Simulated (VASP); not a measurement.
Set up this calculation in VASP 6.6.1, as the native input.

```
Task                   : single point
Functional             : PBE
Potentials or basis    : VASP PAW PBE potentials, release 64 (O, In_d)
Cutoff                 : 600 eV
k mesh                 : 11 × 11 × 11
Occupations            : fermi-dirac, width 0.1 eV
Spin                   : no spin polarisation
Dipole correction      : no
Further INCAR settings : ALGO = Normal; EDIFF = 1e-06; NBANDS = 20
```

The structure of InO2 lies in POSCAR:

```
InO2
1.0
    0.0000000000      2.6589890000      2.6589890000
    2.6589890000      0.0000000000      2.6589890000
    2.6589890000      2.6589890000      0.0000000000
O In
2 1
Direct
    0.2500000000      0.2500000000      0.2500000000
    0.7500000000      0.7500000000      0.7500000000
    0.0000000000      0.0000000000      0.0000000000
```

One way to write it, as run:

INCAR

```
ALGO = Normal ; EDIFF = 1E-6
ENCUT = 600 ; GGA = PE
GGA_COMPAT = F ; ISIF = 2
ISMEAR = -1 ; LASPH = T
LCHARG = T ; LELF = T
LREAL = F ; LVHAR = T
LWAVE = F ; NBANDS = 20
NELM = 120 ; PREC = Accurate
SIGMA = 0.1
```

KPOINTS

```
k-points
0
Gamma
  11 11 11
```

Potentials or basis: VASP PAW PBE potentials, release 64 (O, In_d).

Run with:

```bash
$ cat potpaw_PBE.64/O/POTCAR potpaw_PBE.64/In_d/POTCAR > POTCAR
$ mpirun -np 1 vasp_std > vasp.out
```

Results of the run:

```
Pressure : -4.0 GPa
```

Caveat: an odd number of electrons without spin polarisation forces a metal; a magnetic or distorted state may lie lower.

It took 26 s on 1 thread of Intel(R) Xeon(R) 6975P-C (Granite Rapids), with other jobs on the host, peak memory 0.2 GiB.
